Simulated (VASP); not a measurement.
# Ta (Fm-3m) in VASP: notebook

Runs on Ta. Level: revPBE. Tasks: single point, relaxation of cell and atoms.

All numbers are computed with VASP 6.6.1; they aren't measurements. Logs are shortened: lines on timing, memory, paths and dates and some standing lists are left out, and cuts for length are marked.

### Step 1. The cell of the first run

The structure is cubic, space group Fm-3m (No. 225). Conventional cell: a = 4.404 Å, b = 4.404 Å, c = 4.404 Å, α = 90.00°, β = 90.00°, γ = 90.00°. Within 4.1 Å of Ta (site symmetry m-3m) lie 12 Ta at 3.11 Å.

### Step 2. Single point, revPBE (volume scaled by 1.12)

INCAR

```
PREC = Accurate ; ENCUT = 520
EDIFF = 1E-6 ; ISMEAR = -1
SIGMA = 0.1 ; LREAL = F
LASPH = T ; NELM = 100
ALGO = Normal ; ISIF = 2
LWAVE = F ; LCHARG = F
GGA = RE ; NBANDS = 12
```

KPOINTS

```
regular mesh
0
Gamma
  14 14 14
```

POSCAR

```
Ta
1.0
    0.0000000000      2.2019296413      2.2019296413
    2.2019296413      0.0000000000      2.2019296413
    2.2019296413      2.2019296413      0.0000000000
Ta
1
Direct
    0.0000000000      0.0000000000      0.0000000000
```

Potentials or basis: VASP PAW PBE potentials, release 64 (Ta_pv).

The run is started by

```console
$ cat potpaw_PBE.64/Ta_pv/POTCAR > POTCAR
$ mpirun -np 1 vasp_std > vasp.out
```

OUTCAR:

```text
PREC = Accurate
   ENCUT = 520
   EDIFF = 1E-6
   ISMEAR = -1
   LREAL = F
   LASPH = T
   NELM = 100
   ISIF = 2
   GGA = RE

 ion  position               nearest neighbor table
   1  0.000  0.000  0.000-

  LATTYP: Found a face centered cubic cell.
 ALAT       =     4.4038592826

  Lattice vectors:

 A1 = (   0.0000000000,   2.2019296413,   2.2019296413)
 A2 = (   2.2019296413,   0.0000000000,   2.2019296413)
 A3 = (   2.2019296413,   2.2019296413,   0.0000000000)

Analysis of symmetry for initial positions (statically):
=====================================================================
 Subroutine PRICEL returns:
 Original cell was already a primitive cell.

 Routine SETGRP: Setting up the symmetry group for a
 face centered cubic supercell.

 Subroutine GETGRP returns: Found 48 space group operations
 (whereof 48 operations were pure point group operations)
 out of a pool of 48 trial point group operations.

The static configuration has the point symmetry O_h .

Analysis of symmetry for dynamics (positions and initial velocities):
=====================================================================
 Subroutine PRICEL returns:
 Original cell was already a primitive cell.

 Routine SETGRP: Setting up the symmetry group for a
 face centered cubic supercell.

 Subroutine GETGRP returns: Found 48 space group operations
 (whereof 48 operations were pure point group operations)
 out of a pool of 48 trial point group operations.

The dynamic configuration has the point symmetry O_h .

 Subroutine INISYM returns: Found 48 space group operations
 (whereof 48 operations are pure point group operations),
 and found     1 'primitive' translations

----------------------------------------------------------------------------------------

                                     Primitive cell

  volume of cell :      21.3521

  direct lattice vectors                    reciprocal lattice vectors
     0.000000000  2.201929641  2.201929641    -0.227073559  0.227073559  0.227073559
     2.201929641  0.000000000  2.201929641     0.227073559 -0.227073559  0.227073559
     2.201929641  2.201929641  0.000000000     0.227073559  0.227073559 -0.227073559

  length of vectors
     3.113998762  3.113998762  3.113998762     0.393302941  0.393302941  0.393302941

  position of ions in fractional coordinates (direct lattice)
     0.000000000  0.000000000  0.000000000

  ion indices of the primitive-cell ions
   primitive index   ion index
                 1           1

[... 79 lines left out ...]
   POTIM  = 0.5000    time-step for ionic-motion
   TEBEG  =    0.0;   TEEND  =   0.0 temperature during run
   PSTRESS=    0.0 pullay stress
   NELECT =      11.0000    total number of electrons
   NUPDOWN=      -1.0000    fix difference up-down
   EMIN   =  10.00;   EMAX   =-10.00  energy-range for DOS
   EFERMI =   0.00;   METHOD = LEGACY
   ISMEAR =    -1;   SIGMA  =   0.10  broadening in eV -4-tet -1-fermi 0-gaus
   EFERMI_NEDOS =   21; number of points for ismear=-14 and -15
   IALGO  =     38    algorithm
   IMIX   =      4    mixing-type and parameters
     AMIX     =   0.40;   BMIX     =  1.00
     AMIX_MAG =   1.60;   BMIX_MAG =  1.00
  volume/ion in A,a.u.               =      21.35       144.09
  Fermi-wavevector in a.u.,A,eV,Ry     =   1.312378  2.480035 23.433806  1.722336
  Thomas-Fermi vector in A             =   2.442774
   LORBIT       =      0    0 simple, 1 ext, 2 COOP (PROOUT), +10 PAW based schemes
   GGA     = RE    functional components
   LHFCALC =     F    Hartree Fock is set to
   AEXX    =    0.0000 exact exchange contribution
   IVDW    =     0    specifies the selected vdW correction
   LEPSILON=     F    determine dielectric tensor
   LRPA    =     F    only Hartree local field effects (RPA)
 non-spin polarized calculation
  energy-cutoff  :      520.00
  volume of cell :       21.35
 maximum number of plane-waves:       588
   NGX = 11   NGY = 11   NGZ = 11

 number of electron      11.0000002 magnetization

 Free energy of the ion-electron system (eV)
  ---------------------------------------------------
  ext. energy  EPLUGINS =         0.00000000
  ---------------------------------------------------
  free energy    TOTEN  =       -11.07359525 eV

  energy without entropy =      -11.02676266  energy(sigma->0) =      -11.05017895

 E-fermi :   4.5932     XC(G=0): -11.7349

 val. band max:        4.5450924921   @ k =   0.1429   0.0000   0.0000
 cond. band min:       4.6023689824   @ k =   0.4286   0.0000   0.0000
 fundamental gap:      0.0572764903
 Fermi energy:         4.5932370203

 k-point     1 :       0.0000    0.0000    0.0000
  band No.  band energies     occupation
      1     -29.5424      2.00000
      2     -29.5424      2.00000
      3     -29.5424      2.00000
      4      -2.9863      2.00000
      5       5.0525      0.02004
      6       5.0525      0.02004
      7       5.0525      0.02004
      8       7.5674      0.00000
      9       7.5674      0.00000
     10      16.6308      0.00000
     11      18.3337      0.00000
     12      20.9101      0.00000
[... 331 lines left out ...]
 k-point    24 :       0.2857    0.1429    0.0000
  band No.  band energies     occupation
      1     -29.8682      2.00000
      2     -29.6319      2.00000
      3     -29.6251      2.00000
      4      -0.7312      2.00000
      5       3.5632      1.99993
      6       5.1963      0.00480
      7       5.9494      0.00000
      8       7.0026      0.00000
      9       8.3900      0.00000
     10      17.4533      0.00000
     11      18.3353      0.00000
     12      20.0450      0.00000

 [... further k-points ...]

------------------------ aborting loop because EDIFF is reached ----------------------------------------

  FORCE on cell =-STRESS in cart. coord.  units (eV):
  Direction    XX          YY          ZZ          XY          YZ          ZX
  --------------------------------------------------------------------------------------
  -------------------------------------------------------------------------------------
  Total       -2.2502352     -2.2502352     -2.2502352      0.0000000      0.0000000     -0.0000000
  in kB     -168.8488819   -168.8488819   -168.8488819      0.0000000      0.0000000     -0.0000000
  external PRESSURE =    -168.8488819 kB  Pullay stress =       0.0000000 kB

 VOLUME and BASIS-vectors are now :
 -----------------------------------------------------------------------------
  energy-cutoff  :      520.00
  volume of cell :       21.35
      direct lattice vectors                 reciprocal lattice vectors
     0.000000000  2.201929641  2.201929641    -0.227073559  0.227073559  0.227073559
     2.201929641  0.000000000  2.201929641     0.227073559 -0.227073559  0.227073559
     2.201929641  2.201929641  0.000000000     0.227073559  0.227073559 -0.227073559

 POSITION                                       TOTAL-FORCE (eV/Angst)
 -----------------------------------------------------------------------------------
      0.00000      0.00000      0.00000         0.000000     -0.000000      0.000000
 -----------------------------------------------------------------------------------
    total drift:                               -0.000000      0.000000     -0.000000

  FREE ENERGIE OF THE ION-ELECTRON SYSTEM (eV)
  ---------------------------------------------------
  free  energy   TOTEN  =       -11.0735952459 eV

  energy  without entropy=      -11.0267626600  energy(sigma->0) =      -11.05017895
```

stdout:

```text
POSCAR found type information on POSCAR Ta
 POSCAR found :  1 types and       1 ions
 scaLAPACK will be used
 -----------------------------------------------------------------------------
|                                                                             |
|                                                                             |
|     You enforced a specific xc type in the INCAR file but a different       |
|     I HOPE YOU KNOW WHAT YOU ARE DOING!                                     |
|                                                                             |
 -----------------------------------------------------------------------------

 LDA part: xc-table for (Slater+PW92), standard interpolation
 POSCAR, INCAR and KPOINTS ok, starting setup
 FFT: planning ... GRIDC
 FFT: planning ... GRID_SOFT
 FFT: planning ... GRID
 WAVECAR not read
 entering main loop
```

Wall time 9.6 s (1 thread of Intel Xeon Platinum 8488C (Sapphire Rapids), shared host); peak memory 0.15 GiB.

What came out:

| Item | Value |
| --- | --- |
| Free energy | -11.0736 eV |
| Pressure | -16.9 GPa |

Caveat: the cell differs from its parent crystal (volume scaled by 1.12); the PAW data sets were made with another functional, which shifts forces and pressure a little; spin-orbit coupling is left out, which moves the levels of the heavy elements.

### Step 3. Relaxation of cell and atoms, revPBE

This run uses another cell than the first one, of 18.06 Å³/atom, 0.846 times its volume.

INCAR

```
SYSTEM = Ta
ALGO     = Normal         ! electronic algorithm
EDIFF    = 1E-6           ! SCF threshold, eV
EDIFFG   = -0.01          ! ionic threshold
ENCUT    = 600            ! plane-wave cutoff, eV
GGA      = RE             ! functional
IBRION   = 2              ! ionic algorithm
ISIF     = 3              ! what is computed and relaxed
ISMEAR   = -1             ! smearing method
LASPH    = .True.         ! aspherical terms in the spheres
LCHARG   = .False.        ! write CHGCAR
LREAL    = .False.        ! projectors in reciprocal space
LWAVE    = .False.        ! write WAVECAR
NELM     = 100            ! most SCF steps
NSW      = 80             ! ionic steps
PREC     = Accurate       ! precision mode
SIGMA    = 0.1            ! smearing width, eV
```

KPOINTS

```
k-points
0
Gamma
  13 13 13
  0 0 0
```

POSCAR

```
Ta
1.0
    0.0000000000      2.0825235034      2.0825235034
    2.0825235034      0.0000000000      2.0825235034
    2.0825235034      2.0825235034      0.0000000000
Ta
1
Direct
    0.0000000000      0.0000000000      0.0000000000
```

Potentials or basis: VASP PAW PBE potentials, release 64 (Ta_pv).

The run is started by

```console
$ cat potpaw_PBE.64/Ta_pv/POTCAR > POTCAR
$ mpirun -np 1 vasp_std > vasp.out
```

Run time: 18 s. Hardware: 1 thread of Intel Xeon Platinum 8488C (Sapphire Rapids), shared host; peak memory 0.16 GiB.

It converged, with:

```yaml
Free_energy: -11.2079 eV
Relaxed_volume: 19.07 Å³/atom
Relaxed_cell: a = 2.999 Å, b = 2.999 Å, c = 2.999 Å, α = 60.00°, β = 60.00°, γ = 60.00°
Space_group_after_relaxing_to_0.05_Å: Fm-3m (No. 225)
Energy_gained_by_relaxing: 33.5 meV/atom
Ionic_steps: 4
Pressure_after_relaxing: 0.0 GPa
```

The path:
| step | energy change (eV) | largest force (eV/Å) | pressure (GPa) | volume (Å³) |
| --- | --- | --- | --- | --- |
| 1 | 0.0000 | 0.0000 | 11.19 | 18.06 |
| 2 | 0.1228 | 0.0000 | -18.14 | 21.57 |
| 3 | -0.0335 | 0.0000 | -0.43 | 19.11 |
| 4 | -0.0335 | 0.0000 | -0.03 | 19.07 |

Final structure:
```cif
data_structure
_symmetry_space_group_name_H-M 'P 1'
_symmetry_Int_Tables_number 1
_cell_length_a 2.9989
_cell_length_b 2.9989
_cell_length_c 2.9989
_cell_angle_alpha 60.000
_cell_angle_beta 60.000
_cell_angle_gamma 60.000
_cell_volume 19.07
loop_
_atom_site_label
_atom_site_type_symbol
_atom_site_fract_x
_atom_site_fract_y
_atom_site_fract_z
_atom_site_occupancy
Ta1 Ta 0.00000 0.00000 0.00000 1
```

Levels at points of the mesh, in eV from the Fermi level:
```
           k point  band 1  band 2  band 3  band 4  band 5  band 6  band 7  band 8  band 9
(0.00, 0.00, 0.00)  -33.72  -33.72  -33.72   -8.07    0.45    0.45    0.45    3.40    3.40
```

Caveat: the PAW data sets were made with another functional, which shifts forces and pressure a little; spin-orbit coupling is left out, which moves the levels of the heavy elements.

### Step 4. Single point, revPBE

This run uses another cell than the first one, of 19.06 Å³/atom, 0.893 times its volume.

INCAR

```
  ALGO = Normal
  EDIFF = 1E-7
  ENCUT = 520
  GGA = RE
  ISIF = 2
  ISMEAR = -1
  LASPH = True
  LCHARG = False
  LREAL = False
  LWAVE = False
  NBANDS = 12
  NELM = 100
  PREC = Accurate
  SIGMA = 0.1
```

KPOINTS

```
k-points
0
Gamma
  21 21 21
```

POSCAR

```
Ta
1.0
    0.0000000000      2.1203005705      2.1203005705
    2.1203005705      0.0000000000      2.1203005705
    2.1203005705      2.1203005705      0.0000000000
Ta
1
Direct
    0.0000000000      0.0000000000      0.0000000000
```

The run is started by

```console
$ cat potpaw_PBE.64/Ta_pv/POTCAR > POTCAR
$ mpirun -np 1 vasp_std > vasp.out
```

Run time: 26 s. Hardware: 1 thread of Intel Xeon Platinum 8488C (Sapphire Rapids), shared host; peak memory 0.19 GiB.

It converged, with:

```yaml
Free_energy: -11.2054 eV
Pressure: 0.1 GPa
```

Levels at points of the mesh, in eV from the Fermi level:
```csv
k point,band 2,band 3,band 4,band 5,band 6,band 7,band 8,band 9
"(0.00, 0.00, 0.00)",-33.72,-33.72,-8.08,0.45,0.45,0.45,3.39,3.39
```

Caveat: the PAW data sets were made with another functional, which shifts forces and pressure a little; spin-orbit coupling is left out, which moves the levels of the heavy elements.

### Step 5. Summary

| task | cell | k mesh | cutoff (eV) | gap on the mesh (eV) | pressure (GPa) |
| --- | --- | --- | --- | --- | --- |
| single point | a = 3.114 Å, angles 60.0°, 1 atom | 14 × 14 × 14 | 520 | none | -16.9 |
| relaxation of cell and atoms | relaxed from a = 2.945 Å, angles 60.0°, 1 atom | 13 × 13 × 13 | 600 | none | 0.0 |
| single point | a = 2.999 Å, angles 60.0°, 1 atom | 21 × 21 × 21 | 520 | none | 0.1 |

Alike in all rows: level revPBE; potentials or basis VASP PAW PBE potentials, release 64 (Ta_pv); no spin polarisation; smearing fermi-dirac 0.1 eV.

Caveats: the PAW data sets were made with another functional, which shifts forces and pressure a little; spin-orbit coupling is left out, which moves the levels of the heavy elements.

Total energies depend on the potentials used, so only differences within one code and one set of settings carry meaning.
